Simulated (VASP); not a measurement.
Crystal: LiF.

```xyz
2
Lattice="0.0000 2.0338 2.0338 2.0338 0.0000 2.0338 2.0338 2.0338 0.0000" Properties=species:S:1:pos:R:3 pbc="T T T"
Li    2.0338    2.0338    2.0338
F     0.0000    0.0000    0.0000
```

Program: VASP 6.6.1. Alike in all runs: task single point; no spin polarisation; cell as given; k mesh 10 × 10 × 10; cutoff (eV) 520; smearing gaussian 0.02 eV.

Order these runs on this cell by their band gap on the k mesh, lowest first.
A. level r2SCAN; potentials or basis VASP PAW PBE potentials, release 64 (Li_sv, F)
B. level PBE; potentials or basis VASP PAW PBE potentials, release 64 (Li_sv, F)
C. level LDA; potentials or basis VASP PAW LDA potentials, release 64 (Li_sv, F)

C (8.57 eV), B (8.83 eV), A (9.98 eV).

A k mesh can miss the band edges.
